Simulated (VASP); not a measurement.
Input of a VASP 6.6.1 run:

File INCAR:

```
SYSTEM = Zn
ALGO = Normal ; EDIFF = 1E-6
ENCUT = 520 ; GGA = PE
ISIF = 2 ; ISMEAR = -1
LASPH = .TRUE. ; LCHARG = .TRUE.
LELF = .TRUE. ; LREAL = .FALSE.
LVHAR = .TRUE. ; LWAVE = .FALSE.
NBANDS = 19 ; NELM = 80
PREC = Accurate ; SIGMA = 0.1
```

File KPOINTS:

```
k-points
0
G
  7 7 4
  0 0 0
```

The input POSCAR:

```
Zn
1.0
    1.4818690000      2.5666710000      0.0000000000
   -1.4818690000      2.5666710000      0.0000000000
    0.0000000000      0.0000000000      4.6531370000
Zn
2
Direct
    0.3333300000      0.3333400000      0.2500000000
    0.6666600000      0.6666700000      0.7500000000
```

Potentials or basis: VASP PAW PBE potentials, release 64 (Zn).

Run with:

```bash
$ cat potpaw_PBE.64/Zn/POTCAR > POTCAR
$ mpirun -np 1 vasp_std > vasp.out
```

(1) Estimate the band gap on the k mesh.

(2) What does it give for the pressure?

Results:

(1) zero (bands 12 and 13 overlap by 2.44 eV).

(2) -6.8 GPa.

Caveat: the cell stands under tension.
